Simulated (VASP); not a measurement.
# C in VASP: further runs, part 2 of 2

VASP 6.6.1. The steps go on from the part before.

## Step 3: Single point, PBE

This run uses another cell than the first one, of 21.35 Å³/atom, 1.047 times its volume.

INCAR reads:

```
PREC = Accurate
ENCUT = 520
EDIFF = 1E-7
ISMEAR = 0
SIGMA = 0.15
LREAL = F
LASPH = T
NELM = 60
ALGO = Normal
ISIF = 2
LWAVE = F
LCHARG = F
GGA = PE
NBANDS = 11
```

KPOINTS reads:

```
regular mesh
0
Gamma
  21 21 6
```

POSCAR reads:

```
C
1.0
    2.5076000000      0.0000000000      0.0000000000
   -1.2538000000      2.1716453025      0.0000000000
    0.0000000000      0.0000000000      7.8420000000
C
2
Direct
    0.3333333333      0.6666666667      0.0000000000
    0.6666666667      0.3333333333      0.0000000000
```

Potentials or basis: VASP PAW PBE potentials, release 64 (C).

Command:

```bash
> cat potpaw_PBE.64/C/POTCAR > POTCAR
> mpirun -np 1 vasp_std > vasp.out
```

OUTCAR:

```text
PREC = Accurate
   ENCUT = 520
   EDIFF = 1E-7
   ISMEAR = 0
   LREAL = F
   LASPH = T
   NELM = 60
   ISIF = 2
   GGA = PE

 ion  position               nearest neighbor table
   1  0.333  0.667  0.000-   2 1.45   2 1.45   2 1.45
   2  0.667  0.333  0.000-   1 1.45   1 1.45   1 1.45

  LATTYP: Found a hexagonal cell.
 ALAT       =     2.5076000000
 C/A-ratio  =     3.1272930292

  Lattice vectors:

 A1 = (   2.5076000000,   0.0000000000,   0.0000000000)
 A2 = (  -1.2538000000,   2.1716453025,   0.0000000000)
 A3 = (   0.0000000000,   0.0000000000,   7.8420000000)

Analysis of symmetry for initial positions (statically):
=====================================================================
 Subroutine PRICEL returns:
 Original cell was already a primitive cell.

 Routine SETGRP: Setting up the symmetry group for a
 hexagonal supercell.

 Subroutine GETGRP returns: Found 24 space group operations
 (whereof 24 operations were pure point group operations)
 out of a pool of 24 trial point group operations.

The static configuration has the point symmetry D_6h.

Analysis of symmetry for dynamics (positions and initial velocities):
=====================================================================
 Subroutine PRICEL returns:
 Original cell was already a primitive cell.

 Routine SETGRP: Setting up the symmetry group for a
 hexagonal supercell.

 Subroutine GETGRP returns: Found 24 space group operations
 (whereof 24 operations were pure point group operations)
 out of a pool of 24 trial point group operations.

The dynamic configuration has the point symmetry D_6h.

 Subroutine INISYM returns: Found 24 space group operations
 (whereof 24 operations are pure point group operations),
 and found     1 'primitive' translations

----------------------------------------------------------------------------------------

                                     Primitive cell

  volume of cell :      42.7045

  direct lattice vectors                    reciprocal lattice vectors
     2.507600000  0.000000000  0.000000000     0.398787685  0.230240178  0.000000000
    -1.253800000  2.171645302  0.000000000     0.000000000  0.460480355  0.000000000
     0.000000000  0.000000000  7.842000000     0.000000000  0.000000000  0.127518490

  length of vectors
     2.507600000  2.507600000  7.842000000     0.460480355  0.460480355  0.127518490

  position of ions in fractional coordinates (direct lattice)
     0.333333333  0.666666667  0.000000000
     0.666666667  0.333333333  0.000000000

  ion indices of the primitive-cell ions
   primitive index   ion index
                 1           1
                 2           2

----------------------------------------------------------------------------------------

 KPOINTS: regular mesh

Automatic generation of k-mesh.
 Grid dimensions read from file:
 generate k-points for:   21   21    6

 Generating k-lattice:

  Cartesian coordinates                     Fractional coordinates (reciprocal lattice)
     0.018989890  0.010963818  0.000000000     0.047619048 -0.000000000  0.000000000
     0.000000000  0.021927636  0.000000000     0.000000000  0.047619048  0.000000000
     0.000000000  0.000000000  0.021253082     0.000000000  0.000000000  0.166666667

  Length of vectors
     0.021927636  0.021927636  0.021253082

  Shift w.r.t. Gamma in fractional coordinates (k-lattice)
     0.000000000  0.000000000  0.000000000

 Subroutine IBZKPT returns following result:
 ===========================================

 Found    192 irreducible k-points:

 Following reciprocal coordinates:
            Coordinates               Weight
  0.000000  0.000000  0.000000      1.000000
  0.047619  0.000000  0.000000      6.000000
  0.095238  0.000000  0.000000      6.000000
  0.142857  0.000000  0.000000      6.000000
  0.190476  0.000000  0.000000      6.000000
  0.238095  0.000000  0.000000      6.000000
[... 16 lines left out ...]
  0.142857  0.095238  0.000000     12.000000
  0.190476  0.095238  0.000000     12.000000
 [... further k-points ...]
   k-points           NKPTS =    192   k-points in BZ     NKDIM =    192   number of bands    NBANDS=     11
   number of dos      NEDOS =    301   number of ions     NIONS =      2
   total plane-waves  NPLWV =  24000
   dimension x,y,z NGX =    20 NGY =   20 NGZ =   60
   dimension x,y,z NGXF=    40 NGYF=   40 NGZF=  120
   ions per type =               2
   NGX,Y,Z   is equivalent  to a cutoff of  13.26, 13.26, 12.72 a.u.
   NGXF,Y,Z  is equivalent  to a cutoff of  26.52, 26.52, 25.44 a.u.
 SYSTEM =  unknown system
   PREC   = accura    normal or accurate (medium, high low for compatibility)
   ISTART =      0    job   : 0-new  1-cont  2-samecut
   ICHARG =      2    charge: 1-file 2-atom 10-const
   ISPIN  =      1    spin polarized calculation?
   LNONCOLLINEAR =      F non collinear calculations
   LSORBIT =      F    spin-orbit coupling
   LASPH  =      T    aspherical Exc in radial PAW
   ENCUT  =  520.0 eV  38.22 Ry    6.18 a.u.   4.66  4.66 14.58*2*pi/ulx,y,z
   NELM   =     60;   NELMIN=  2; NELMDL= -5     # of ELM steps
   EDIFF  = 0.1E-06   stopping-criterion for ELM
   LREAL  =      F    real-space projection
   EDIFFG = 0.1E-05   stopping-criterion for IOM
   NSW    =      0    number of steps for IOM
   IBRION =     -1    ionic relax: 0-MD 1-quasi-New 2-CG
   NFREE  =      0    steps in history (QN), initial steepest desc. (CG)
   ISIF   =      2    stress and relaxation
   ISYM   =      2    0-nonsym 1-usesym 2-fastsym
   POTIM  = 0.5000    time-step for ionic-motion
   TEBEG  =    0.0;   TEEND  =   0.0 temperature during run
   PSTRESS=    0.0 pullay stress
   NELECT =       8.0000    total number of electrons
   NUPDOWN=      -1.0000    fix difference up-down
   EMIN   =  10.00;   EMAX   =-10.00  energy-range for DOS
   EFERMI =   0.00;   METHOD = LEGACY
   ISMEAR =     0;   SIGMA  =   0.15  broadening in eV -4-tet -1-fermi 0-gaus
   EFERMI_NEDOS =   21; number of points for ismear=-14 and -15
   IALGO  =     38    algorithm
   IMIX   =      4    mixing-type and parameters
     AMIX     =   0.40;   BMIX     =  1.00
     AMIX_MAG =   1.60;   BMIX_MAG =  1.00
  volume/ion in A,a.u.               =      21.35       144.09
  Fermi-wavevector in a.u.,A,eV,Ry     =   0.936728  1.770159 11.938559  0.877459
  Thomas-Fermi vector in A             =   2.063767
   LORBIT       =      0    0 simple, 1 ext, 2 COOP (PROOUT), +10 PAW based schemes
   GGA     = PE    functional components
   LHFCALC =     F    Hartree Fock is set to
   AEXX    =    0.0000 exact exchange contribution
   IVDW    =     0    specifies the selected vdW correction
   LEPSILON=     F    determine dielectric tensor
   LRPA    =     F    only Hartree local field effects (RPA)
 non-spin polarized calculation
 Gauss-broadening in eV      SIGMA  =   0.15
  energy-cutoff  :      520.00
  volume of cell :       42.70
 maximum number of plane-waves:      1170
 NGX is ok and might be reduce to    20
   NGX =  9   NGY =  9   NGZ = 29

 number of electron       8.0000000 magnetization

 Free energy of the ion-electron system (eV)
  ---------------------------------------------------
  ext. energy  EPLUGINS =         0.00000000
  ---------------------------------------------------
  free energy    TOTEN  =       -18.41753246 eV

  energy without entropy =      -18.41676485  energy(sigma->0) =      -18.41714866

 E-fermi :  -0.6225     XC(G=0):  -5.3452

 val. band max:       -0.6226110568   @ k =   0.3333   0.3333   0.3333
 cond. band min:      -0.6224644724   @ k =   0.3333   0.3333   0.1667
 fundamental gap:      0.0001465844
 Fermi energy:        -0.6225266277

 k-point     1 :       0.0000    0.0000    0.0000
  band No.  band energies     occupation
      1     -19.7454      2.00000
      2      -7.9065      2.00000
      3      -3.6843      2.00000
      4      -3.6843      2.00000
      5       2.4277      0.00000
      6       5.3152      0.00000
      7       7.3208      0.00000
      8       7.3608      0.00000
      9       7.3608      0.00000
     10      10.2036      0.00000
     11      10.7548      0.00000
[... 309 lines left out ...]
 k-point    24 :       0.1905    0.0952    0.0000
  band No.  band energies     occupation
      1     -18.3016      2.00000
      2      -7.7318      2.00000
      3      -6.2228      2.00000
      4      -6.0456      2.00000
      5       4.4030      0.00000
      6       6.3036      0.00000
      7       7.2039      0.00000
      8       7.8526      0.00000
      9       9.2523      0.00000
     10      10.7098      0.00000
     11      14.4936      0.00000

 [... further k-points ...]
[... 5 lines left out ...]
  --------------------------------------------------------------------------------------
  -------------------------------------------------------------------------------------
  Total       -2.0962406     -2.0962406     -0.0099597     -0.0000000     -0.0000000      0.0000000
  in kB      -78.6461939    -78.6461939     -0.3736671     -0.0000000     -0.0000000      0.0000000
  external PRESSURE =     -52.5553516 kB  Pullay stress =       0.0000000 kB

 VOLUME and BASIS-vectors are now :
 -----------------------------------------------------------------------------
  energy-cutoff  :      520.00
  volume of cell :       42.70
      direct lattice vectors                 reciprocal lattice vectors
     2.507600000  0.000000000  0.000000000     0.398787685  0.230240178  0.000000000
    -1.253800000  2.171645302  0.000000000     0.000000000  0.460480355  0.000000000
     0.000000000  0.000000000  7.842000000     0.000000000  0.000000000  0.127518490

 POSITION                                       TOTAL-FORCE (eV/Angst)
 -----------------------------------------------------------------------------------
     -0.00000      1.44776      0.00000         0.000000     -0.000000     -0.000000
      1.25380      0.72388      0.00000        -0.000000      0.000000      0.000000
 -----------------------------------------------------------------------------------
    total drift:                                0.000000     -0.000000     -0.000000

  FREE ENERGIE OF THE ION-ELECTRON SYSTEM (eV)
  ---------------------------------------------------
  free  energy   TOTEN  =       -18.4175324582 eV

  energy  without entropy=      -18.4167648537  energy(sigma->0) =      -18.41714866
```

OSZICAR:

```text
N       E                     dE             d eps       ncg     rms          rms(c)
DAV:   1     0.218672327043E+02    0.21867E+02   -0.37002E+03  4224   0.589E+02
DAV:   2    -0.177774054752E+02   -0.39645E+02   -0.37957E+02  5632   0.130E+02
DAV:   3    -0.194879648768E+02   -0.17106E+01   -0.17041E+01  5379   0.261E+01
DAV:   4    -0.195034938031E+02   -0.15529E-01   -0.15523E-01  5515   0.306E+00
DAV:   5    -0.195036222314E+02   -0.12843E-03   -0.12841E-03  5294   0.249E-01    0.591E+00
DAV:   6    -0.187265789762E+02    0.77704E+00   -0.60621E-01  5019   0.449E+00    0.347E+00
DAV:   7    -0.184221307380E+02    0.30445E+00   -0.83917E-01  5043   0.521E+00    0.882E-01
DAV:   8    -0.184163400943E+02    0.57906E-02   -0.19411E-02  5067   0.839E-01    0.129E-01
DAV:   9    -0.184158385648E+02    0.50153E-03   -0.60193E-04  5117   0.144E-01    0.941E-02
DAV:  10    -0.184168832106E+02   -0.10446E-02   -0.27661E-03  4528   0.215E-01    0.525E-02
DAV:  11    -0.184173430156E+02   -0.45981E-03   -0.71353E-05  4604   0.502E-02    0.334E-02
DAV:  12    -0.184175267874E+02   -0.18377E-03   -0.25559E-05  4418   0.339E-02    0.101E-02
DAV:  13    -0.184175314119E+02   -0.46246E-05   -0.11694E-06  4431   0.887E-03    0.125E-03
DAV:  14    -0.184175324700E+02   -0.10581E-05   -0.58170E-07  4473   0.377E-03    0.667E-04
DAV:  15    -0.184175324582E+02    0.11830E-07   -0.19340E-09  5226   0.325E-04
   1 F= -.18417532E+02 E0= -.18417149E+02  d E =-.767605E-03
```

stdout:

```text
POSCAR found type information on POSCAR C
 POSCAR found :  1 types and       2 ions
 scaLAPACK will be used
 LDA part: xc-table for (Slater+PW92), standard interpolation
 POSCAR, INCAR and KPOINTS ok, starting setup
 FFT: planning ... GRIDC
 FFT: planning ... GRID_SOFT
 FFT: planning ... GRID
 WAVECAR not read
 entering main loop
```

Wall time 34 s (1 thread of Intel Xeon 6975P-C (Granite Rapids), shared host); peak memory 0.2 GiB.

Results:

```yaml
Free_energy: -18.4175 eV
Pressure: -5.3 GPa
Band_gap_on_the_k_mesh: zero (filled and empty bands touch)
```
